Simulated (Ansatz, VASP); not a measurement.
# One calculation of BaTe, two programs

File POSCAR:

```
BaTe
1.0
   -0.0782831733      3.8358754929      3.8358754929
    3.8358754929     -0.0782831733      3.8358754929
    3.8358754929      3.8358754929     -0.0782831733
Ba Te
1 1
Direct
   -0.0024443304     -0.0024443304     -0.0024443304
    0.2524443304      0.2524443304      0.2524443304
```

INCAR.step1

```
PREC = Accurate ; ENCUT = 550
ISMEAR = 0 ; SIGMA = 0.01
LREAL = False ; LASPH = True
NELM = 120 ; NBANDS = 15
GGA = PE ; ALGO = Normal
EDIFF = 1E-5 ; LWAVE = True
LCHARG = False ; GGA_COMPAT = False
```

The input INCAR.step2:

```
PREC = Accurate ; ENCUT = 550
EDIFF = 1E-6 ; ISMEAR = 0
SIGMA = 0.01 ; LREAL = False
LASPH = True ; NELM = 120
ALGO = Normal ; ISIF = 2
LWAVE = False ; LCHARG = True
METAGGA = R2SCAN ; LMIXTAU = True
LELF = True ; LVHAR = True
NBANDS = 15 ; ISTART = 1
GGA_COMPAT = False
```

Contents of KPOINTS:

```
regular mesh
0
Gamma
  6 6 6
```

Input for Ansatz:

```yaml
crystal:
  lattice:
    - [-0.0782831733, 3.8358754929, 3.8358754929]
    - [3.8358754929, -0.0782831733, 3.8358754929]
    - [3.8358754929, 3.8358754929, -0.0782831733]
  atoms:
    - { symbol: Ba, position: [-0.0024443304, -0.0024443304, -0.0024443304] }
    - { symbol: Te, position: [0.2524443304, 0.2524443304, 0.2524443304] }
kpoints:
  mp_grid: { grid: [6, 6, 6] }
  band_path:
    path:
      - [0.0, 0.0, 0.0]
      - [-0.5, -0.5, 0.0]
      - [-0.375, -0.375, 0.25]
      - [-0.375, 0.0, 0.375]
      - [0.0, 0.0, 0.5]
      - [-0.5, -0.25, 0.25]
      - [0.0, 0.5, 0.5]
    npoints: 1
hamiltonian:
  xc: r2scan
scf:
  occupations: { method: fixed }
  n_extra_bands: 4
output:
  forces: true
  stress: true
  eigenvalues: true
```

Change from the starting cell: shear_111 strain -3.0%.

Alike in both runs: task single point; functional r2SCAN; k mesh 6 × 6 × 6; no spin polarisation.

```csv
,VASP,Ansatz
version,VASP 6.6.1,Ansatz 0.2.0
potentials or method,"VASP PAW PBE potentials, release 64 (Ba_sv, Te)","plane waves, PAW"
plane-wave cutoff (eV),550,500
occupations,"gaussian, width 0.01 eV",fixed
valence electrons in the cell,16,26
```

```csv
,VASP,Ansatz,Ansatz less VASP
gap on the k mesh at the Fermi level (eV),2.97,2.96,-0.010
pressure (GPa),0.8,0.6,-0.23
```

VASP's potentials were made for PBE, not for r2SCAN. VASP's potentials hold 16 valence electrons a cell and Ansatz's 26, so a difference there can come from the potentials and not from the codes.

Neither program's run includes spin-orbit coupling.
